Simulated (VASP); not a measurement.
# BeSe (F-43m) in VASP: single point with PBEsol

Aim: the single point of BeSe with PBEsol.

Program: VASP 6.6.1. These are calculated values, not measurements. Logs are shortened: lines on timing, memory, paths and dates and some standing lists are left out, and cuts for length are marked.

### 1 The cell of the first run

Symmetry: F-43m, No. 216, cubic system. Conventional cell: a = 5.129 Å, b = 5.129 Å, c = 5.129 Å, α = 90.00°, β = 90.00°, γ = 90.00°. Be (site symmetry -43m) has 4 Se at 2.22 Å within 2.9 Å. Within 2.9 Å of Se (site symmetry -43m) lie 4 Be at 2.22 Å.

### 2 Single point, PBEsol, non-collinear spin, zero start, spin-orbit coupling

The input, INCAR:

```
PREC = Accurate
ENCUT = 600
EDIFF = 1E-6
ISMEAR = 0
SIGMA = 0.02
LREAL = F
LASPH = T
NELM = 200
ALGO = Normal
ISIF = 2
LWAVE = F
LCHARG = F
MAGMOM = 0 0 0 0 0 0
LORBIT = 11
LSORBIT = T
GGA_COMPAT = F
LORBMOM = T
GGA = PS
NBANDS = 20
```

The input, KPOINTS:

```
regular mesh
0
Gamma
  10 10 10
```

The input, POSCAR:

```
BeSe
1.0
    0.0000000000      2.5643587674      2.5643587674
    2.5643587674      0.0000000000      2.5643587674
    2.5643587674      2.5643587674      0.0000000000
Be Se
1 1
Direct
    0.0000000000      0.0000000000      0.0000000000
    0.2500000000      0.2500000000      0.2500000000
```

Potentials or basis: VASP PAW PBE potentials, release 64 (Be, Se).

Started as:

```sh
> cat potpaw_PBE.64/Be/POTCAR potpaw_PBE.64/Se/POTCAR > POTCAR
> mpirun -np 1 vasp_ncl > vasp.out
```

OUTCAR:

```text
PREC = Accurate
   ENCUT = 600
   EDIFF = 1E-6
   ISMEAR = 0
   LREAL = F
   LASPH = T
   NELM = 200
   ISIF = 2
   LORBIT = 11
   LSORBIT = T
   GGA = PS

 ion  position               nearest neighbor table
   1  0.000  0.000  0.000-   2 2.22   2 2.22   2 2.22   2 2.22
   2  0.250  0.250  0.250-   1 2.22   1 2.22   1 2.22   1 2.22

  LATTYP: Found a face centered cubic cell.
 ALAT       =     5.1287175348

  Lattice vectors:

 A1 = (   0.0000000000,   2.5643587674,   2.5643587674)
 A2 = (   2.5643587674,   0.0000000000,   2.5643587674)
 A3 = (   2.5643587674,   2.5643587674,   0.0000000000)

Analysis of symmetry for initial positions (statically):
=====================================================================
 Subroutine PRICEL returns:
 Original cell was already a primitive cell.

 Routine SETGRP: Setting up the symmetry group for a
 face centered cubic supercell.

 Subroutine GETGRP returns: Found 24 space group operations
 (whereof 24 operations were pure point group operations)
 out of a pool of 48 trial point group operations.

The static configuration has the point symmetry T_d .

Analysis of symmetry for dynamics (positions and initial velocities):
=====================================================================
 Subroutine PRICEL returns:
 Original cell was already a primitive cell.

 Routine SETGRP: Setting up the symmetry group for a
 face centered cubic supercell.

 Subroutine GETGRP returns: Found 24 space group operations
 (whereof 24 operations were pure point group operations)
 out of a pool of 48 trial point group operations.

The dynamic configuration has the point symmetry T_d .

Analysis of structural, dynamic, and magnetic symmetry:
=====================================================================
 Subroutine PRICEL returns:
 Original cell was already a primitive cell.

 Routine SETGRP: Setting up the symmetry group for a
 face centered cubic supercell.

 Subroutine GETGRP returns: Found 24 space group operations
 (whereof 24 operations were pure point group operations)
 out of a pool of 48 trial point group operations.

The overall configuration has the point symmetry T_d .

 Subroutine INISYM returns: Found 24 space group operations
 (whereof 24 operations are pure point group operations),
 and found     1 'primitive' translations

----------------------------------------------------------------------------------------

                                     Primitive cell

  volume of cell :      33.7261

  direct lattice vectors                    reciprocal lattice vectors
     0.000000000  2.564358767  2.564358767    -0.194980518  0.194980518  0.194980518
     2.564358767  0.000000000  2.564358767     0.194980518 -0.194980518  0.194980518
     2.564358767  2.564358767  0.000000000     0.194980518  0.194980518 -0.194980518

  length of vectors
     3.626550948  3.626550948  3.626550948     0.337716163  0.337716163  0.337716163

  position of ions in fractional coordinates (direct lattice)
     0.000000000  0.000000000  0.000000000
     0.250000000  0.250000000  0.250000000

  ion indices of the primitive-cell ions
   primitive index   ion index
                 1           1
                 2           2

----------------------------------------------------------------------------------------

 KPOINTS: regular mesh

Automatic generation of k-mesh.
 Grid dimensions read from file:
 generate k-points for:   10   10   10

 Generating k-lattice:

  Cartesian coordinates                     Fractional coordinates (reciprocal lattice)
    -0.019498052  0.019498052  0.019498052     0.100000000  0.000000000  0.000000000
     0.019498052 -0.019498052  0.019498052     0.000000000  0.100000000  0.000000000
     0.019498052  0.019498052 -0.019498052     0.000000000  0.000000000  0.100000000

[... 95 lines left out ...]

 number of electron       8.0000000 magnetization      -0.0000000     -0.0000000     -0.0000000

 number of electron       8.0000000 magnetization      -0.0000000     -0.0000000      0.0000000

 Free energy of the ion-electron system (eV)
  ---------------------------------------------------
  ext. energy  EPLUGINS =         0.00000000
  ---------------------------------------------------
  free energy    TOTEN  =        -9.46668050 eV

  energy without entropy =       -9.46668050  energy(sigma->0) =       -9.46668050

 E-fermi :   3.6513     XC(G=0):  -9.6238

 val. band max:        3.5121947602   @ k =   0.0000   0.0000   0.0000
 cond. band min:       5.8198730919   @ k =   0.5000   0.5000   0.0000
 fundamental gap:      2.3076783316
 Fermi energy:         3.6512553807

 k-point     1 :       0.0000    0.0000    0.0000
  band No.  band energies     occupation
      1     -10.5190      1.00000
      2     -10.5190      1.00000
      3       3.0755      1.00000
      4       3.0755      1.00000
      5       3.5122      1.00000
      6       3.5122      1.00000
[... 541 lines left out ...]
     19      15.0431      0.00000
     20      15.0695      0.00000

 [... further k-points ...]

------------------------ aborting loop because EDIFF is reached ----------------------------------------

  FORCE on cell =-STRESS in cart. coord.  units (eV):
  Direction    XX          YY          ZZ          XY          YZ          ZX
  --------------------------------------------------------------------------------------
  -------------------------------------------------------------------------------------
  Total        0.0682000      0.0682000      0.0682000      0.0000000     -0.0000000      0.0000000
  in kB        3.2398780      3.2398780      3.2398780      0.0000000     -0.0000000      0.0000000
  external PRESSURE =       3.2398780 kB  Pullay stress =       0.0000000 kB

 VOLUME and BASIS-vectors are now :
 -----------------------------------------------------------------------------
  energy-cutoff  :      600.00
  volume of cell :       33.73
      direct lattice vectors                 reciprocal lattice vectors
     0.000000000  2.564358767  2.564358767    -0.194980518  0.194980518  0.194980518
     2.564358767  0.000000000  2.564358767     0.194980518 -0.194980518  0.194980518
     2.564358767  2.564358767  0.000000000     0.194980518  0.194980518 -0.194980518

 POSITION                                       TOTAL-FORCE (eV/Angst)
 -----------------------------------------------------------------------------------
      0.00000      0.00000      0.00000        -0.000000     -0.000000     -0.000000
      1.28218      1.28218      1.28218         0.000000      0.000000      0.000000
 -----------------------------------------------------------------------------------
    total drift:                                0.000000      0.000000      0.000000

  FREE ENERGIE OF THE ION-ELECTRON SYSTEM (eV)
  ---------------------------------------------------
  free  energy   TOTEN  =        -9.4666805049 eV

  energy  without entropy=       -9.4666805049  energy(sigma->0) =       -9.46668050

 orbital moment (x)

 # of ion     p       d       tot
 ----------------------------------------
  1         0.000   0.000   0.000
  2         0.000  -0.000  -0.000
 ----------------------------------------
            0.000  -0.000   0.000

 orbital moment (y)

 # of ion     p       d       tot
 ----------------------------------------
  1         0.000   0.000   0.000
  2         0.000  -0.000   0.000
 ----------------------------------------
            0.000  -0.000   0.000

 orbital moment (z)

 # of ion     p       d       tot
 ----------------------------------------
  1         0.000   0.000   0.000
  2         0.000   0.000   0.000
 ----------------------------------------
            0.000   0.000   0.000

 Spin-Orbit-Coupling matrix elements

 Ion:    1  E_soc:     -0.0000049
 l=   1
     0.0000000    -0.0000008    -0.0000008
    -0.0000008     0.0000000    -0.0000008
    -0.0000008    -0.0000008     0.0000000
 l=   2
     0.0000000     0.0000000     0.0000000     0.0000000     0.0000000
     0.0000000     0.0000000     0.0000000     0.0000000     0.0000000
     0.0000000     0.0000000     0.0000000     0.0000000     0.0000000
     0.0000000     0.0000000     0.0000000     0.0000000     0.0000000
     0.0000000     0.0000000     0.0000000     0.0000000     0.0000000
 l=   3
     0.0000000     0.0000000     0.0000000     0.0000000     0.0000000     0.0000000     0.0000000
     0.0000000     0.0000000     0.0000000     0.0000000     0.0000000     0.0000000     0.0000000
     0.0000000     0.0000000     0.0000000     0.0000000     0.0000000     0.0000000     0.0000000
     0.0000000     0.0000000     0.0000000     0.0000000     0.0000000     0.0000000     0.0000000
     0.0000000     0.0000000     0.0000000     0.0000000     0.0000000     0.0000000     0.0000000
     0.0000000     0.0000000     0.0000000     0.0000000     0.0000000     0.0000000     0.0000000
     0.0000000     0.0000000     0.0000000     0.0000000     0.0000000     0.0000000     0.0000000

 Ion:    2  E_soc:     -0.0337053
 l=   1
     0.0000000    -0.0056094    -0.0056094
    -0.0056094     0.0000000    -0.0056094
    -0.0056094    -0.0056094     0.0000000
 l=   2
     0.0000000    -0.0000041     0.0000000    -0.0000041    -0.0000040
    -0.0000041     0.0000000    -0.0000030    -0.0000041    -0.0000010
     0.0000000    -0.0000030     0.0000000    -0.0000030     0.0000000
    -0.0000041    -0.0000041    -0.0000030     0.0000000    -0.0000010
    -0.0000040    -0.0000010     0.0000000    -0.0000010     0.0000000
 l=   3
     0.0000000     0.0000000     0.0000000     0.0000000     0.0000000     0.0000000     0.0000000
     0.0000000     0.0000000     0.0000000     0.0000000     0.0000000     0.0000000     0.0000000
     0.0000000     0.0000000     0.0000000     0.0000000     0.0000000     0.0000000     0.0000000
     0.0000000     0.0000000     0.0000000     0.0000000     0.0000000     0.0000000     0.0000000
     0.0000000     0.0000000     0.0000000     0.0000000     0.0000000     0.0000000     0.0000000
     0.0000000     0.0000000     0.0000000     0.0000000     0.0000000     0.0000000     0.0000000
     0.0000000     0.0000000     0.0000000     0.0000000     0.0000000     0.0000000     0.0000000

 total charge

# of ion       s       p       d       tot
------------------------------------------
    1        0.380   0.617   0.000   0.997
    2        1.425   2.520   0.032   3.978
--------------------------------------------------
tot          1.805   3.137   0.032   4.975

 magnetization (x)

# of ion       s       p       d       tot
------------------------------------------
    1        0.000   0.000   0.000   0.000
    2        0.000   0.000   0.000   0.000
--------------------------------------------------
tot          0.000   0.000   0.000   0.000

 magnetization (y)

# of ion       s       p       d       tot
------------------------------------------
    1        0.000   0.000   0.000   0.000
    2        0.000   0.000   0.000   0.000
--------------------------------------------------
tot          0.000   0.000   0.000   0.000

 magnetization (z)

# of ion       s       p       d       tot
------------------------------------------
    1       -0.000   0.000   0.000  -0.000
    2        0.000   0.000   0.000   0.000
--------------------------------------------------
tot         -0.000   0.000   0.000  -0.000
```

Run time: 2.1 min. Hardware: 1 thread of Intel Xeon Platinum 8259CL at 2.50GHz (Skylake/Cascade Lake), shared host; peak memory 0.33 GiB.

Results:

* Free energy: -9.4667 eV
* Pressure: 0.3 GPa
* Net moment: 0.00 μB per cell
* Valence electrons inside the program's atomic spheres: Be 1.00; Se 3.98

Moments on the atoms (μB; x, y, z):
```
Be  0.00 0.00 0.00
Se  0.00 0.00 0.00
```

Caveat: the PAW data sets were made with another functional, which shifts forces and pressure a little.
